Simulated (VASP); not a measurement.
Wanted: the native input for a VASP 6.6.1 run.

- Task: relaxation of cell and atoms
- Functional: PBE
- Potentials or basis: VASP PAW PBE potentials, release 64 (Cs_sv, H)
- Cutoff: 600 eV
- k mesh: 12 × 12 × 8
- Occupations: gaussian, width 0.1 eV
- Spin: no spin polarisation
- Dipole correction: no
- Further INCAR settings: ALGO = Normal; EDIFF = 1e-07; IBRION = 2; EDIFFG = -0.01; NSW = 100; ISIF = 3

The structure of CsH5 lies in POSCAR:

```
CsH5
1.0
    4.4497194877      0.0000000000      0.0000000000
   -2.2248597439      3.8535701161      0.0000000000
    0.0000000000      0.0000000000      5.4828380759
Cs H
1 5
Direct
    0.3333333333      0.6666666667      0.0000000000
    0.7388436894      0.2611563106      0.5000000000
    0.7388436894      0.4776873788      0.5000000000
    0.5223126212      0.2611563106      0.5000000000
    0.0000000000      0.0000000000      0.5000000000
    0.6666666667      0.3333333333      0.0000000000
```

One way to write it, as run:

INCAR

```
SYSTEM = CsH5
  PREC = Accurate
  ENCUT = 600
  EDIFF = 1E-7
  ISMEAR = 0
  SIGMA = 0.1
  LREAL = .False.
  LASPH = .True.
  NELM = 100
  ALGO = Normal
  ISIF = 3
  LWAVE = .False.
  LCHARG = .False.
  GGA = PE
  IBRION = 2
  NSW = 100
  EDIFFG = -0.01
```

KPOINTS

```
regular mesh
0
Gamma
  12 12 8
  0 0 0
```

Potentials or basis: VASP PAW PBE potentials, release 64 (Cs_sv, H).

Launch:

```console
$ cat potpaw_PBE.64/Cs_sv/POTCAR potpaw_PBE.64/H/POTCAR > POTCAR
$ mpirun -np 1 vasp_std > vasp.out
```

Results of the run:

```yaml
Relaxed_volume: 15.68 Å³/atom
Relaxed_cell: a = 4.451 Å, b = 4.451 Å, c = 5.484 Å, α = 90.00°, β = 90.00°, γ = 120.00°
Space_group_after_relaxing_to_0.05_Å: P-6m2 (No. 187)
Energy_gained_by_relaxing: 0.0 meV/atom
Ionic_steps: 2
Pressure_after_relaxing: 0.1 GPa
```

Run time: 76 s on 1 thread of Intel(R) Xeon(R) 6975P-C (Granite Rapids) (shared host), peak memory 0.32 GiB.
